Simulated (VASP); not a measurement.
Write the native input for VASP 6.6.1 that does the following.

| Quantity | Value |
| --- | --- |
| Task | single point |
| Functional | PBE |
| Potentials or basis | VASP PAW PBE potentials, release 64 (Re, Bi_d) |
| Cutoff | 520 eV |
| k mesh | 10 × 10 × 10 |
| Occupations | gaussian, width 0.05 eV |
| Spin | no spin polarisation |
| Dipole correction | no |
| Further INCAR settings | ALGO = Normal; EDIFF = 1e-06; NBANDS = 18 |

The structure of ReBi lies in POSCAR:

```
ReBi
1.0
    0.0000000000      2.9056315460      2.9056315460
    2.9056315460      0.0000000000      2.9056315460
    2.9056315460      2.9056315460      0.0000000000
Re Bi
1 1
Direct
    0.0000000000      0.0000000000      0.0000000000
    0.2500000000      0.2500000000      0.2500000000
```

The input as run:

INCAR

```
SYSTEM = ReBi
ALGO = Normal
EDIFF = 1E-6
ENCUT = 520
GGA = PE
ISIF = 2
ISMEAR = 0
LASPH = .True.
LCHARG = .False.
LREAL = .False.
LWAVE = .False.
NBANDS = 18
NELM = 100
PREC = Accurate
SIGMA = 0.05
```

KPOINTS

```
k-points
0
Gamma
  10 10 10
  0 0 0
```

Potentials or basis: VASP PAW PBE potentials, release 64 (Re, Bi_d).

The run is started by

```console
$ cat potpaw_PBE.64/Re/POTCAR potpaw_PBE.64/Bi_d/POTCAR > POTCAR
$ mpirun -np 1 vasp_std > vasp.out
```

It gave:

```yaml
Pressure: 26.7 GPa
```

Wall time 53 s on 1 thread of Intel(R) Xeon(R) Platinum 8259CL CPU @ 2.50GHz (Skylake/Cascade Lake), on a shared host, peak memory 0.2 GiB.
